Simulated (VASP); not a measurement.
AlN: single point with LDA

AlN:

```
Al N
1.0
     3.14032    0.00000    0.00000
    -1.57016    2.71960    0.00000
     0.00000    0.00000    5.02633
Al N
2 2
Direct
  0.32690 0.65381 0.00152
  0.67310 0.34619 0.50152
  0.33907 0.67814 0.38348
  0.66093 0.32186 0.88348
```

```json
{
  "Program": "VASP 6.6.1",
  "Task": "single point",
  "Functional": "LDA",
  "Potentials or basis": "VASP PAW LDA potentials, release 64 (Al, N)",
  "Cutoff": "520 eV",
  "k mesh": "9 × 9 × 6",
  "Occupations": "gaussian, width 0.05 eV",
  "Spin": "no spin polarisation"
}
```

* Pressure: -9.1 GPa
* Largest force: 0.190 eV/Å
* Band gap on the k mesh: 3.97 eV, direct

Forces in eV/Å, atoms in the order of the input:
```
Al   0.000  0.188  0.026
Al   0.000 -0.188  0.026
N    0.000 -0.103 -0.026
N    0.000  0.103 -0.026
```

Stress tensor (GPa, compression positive):
```
-9.44  0.00  0.00
 0.00 -9.24  0.00
 0.00  0.00 -8.66
```

Levels at points of the mesh, in eV from the valence-band top:
| k point | band 5 | band 6 | band 7 | band 8 | band 9 | band 10 | band 11 | band 12 |
| --- | --- | --- | --- | --- | --- | --- | --- | --- |
| (0.00, 0.00, 0.00) | -0.86 | -0.27 | -0.17 | 0.00 | 3.97 | 6.29 | 10.23 | 10.61 |
| (0.00, 0.00, 0.50) | -0.57 | -0.57 | -0.54 | -0.54 | 6.16 | 6.16 | 9.90 | 9.90 |

It took 24 s on 1 thread of AMD EPYC 9R45 96-Core Processor (Zen 5), with other jobs on the host, peak memory 0.15 GiB.

A k mesh can miss the band edges. LDA gaps usually lie below the measured ones, often by a third to a half.
